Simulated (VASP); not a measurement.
Here is a VASP 6.6.1 calculation.

Contents of INCAR:

```
PREC = Accurate
ENCUT = 520
EDIFF = 1E-6
ISMEAR = 0
SIGMA = 0.1
LREAL = False
LASPH = True
NELM = 80
ALGO = Normal
ISIF = 2
LWAVE = False
LCHARG = False
GGA = PE
NBANDS = 31
```

Contents of KPOINTS:

```
Automatic mesh
0
Gamma
  12 12 4
```

Contents of POSCAR:

```
BeCd2S3
1.0
    4.1819022971     -0.0000000029      0.0000000000
   -2.0909511460      3.6216336268      0.0000000000
    0.0000000000      0.0000000000      7.7063854164
Be Cd S
1 2 3
Direct
    0.6666666667      0.3333333333      0.0000000000
    0.3333333333      0.6666666667      0.2570503958
    0.3333333333      0.6666666667      0.7429496042
    0.6666666667      0.3333333333      0.5000000000
    0.0000000000      0.0000000000      0.0000000000
    0.0000000000      0.0000000000      0.5000000000
```

Potentials or basis: VASP PAW PBE potentials, release 64 (Be, Cd, S).

Launch:

```bash
$ cat potpaw_PBE.64/Be/POTCAR potpaw_PBE.64/Cd/POTCAR potpaw_PBE.64/S/POTCAR > POTCAR
$ mpirun -np 1 vasp_std > vasp.out
```

Q: What does it give for the band gap on the k mesh?

A: Zero (bands 22 and 23 overlap by 0.59 eV).

Q: Predict the largest force.

A: 0.008 eV/Å.

Q: Estimate the pressure.

A: 0.1 GPa.

Forces on the atoms (eV/Å):
```
Be   0.000  0.000  0.000
Cd   0.000  0.000 -0.008
Cd   0.000  0.000  0.008
S    0.000  0.000  0.000
S    0.000  0.000  0.000
S    0.000  0.000  0.000
```

Caveat: semilocal functionals underestimate gaps, and a narrow one can read as zero.
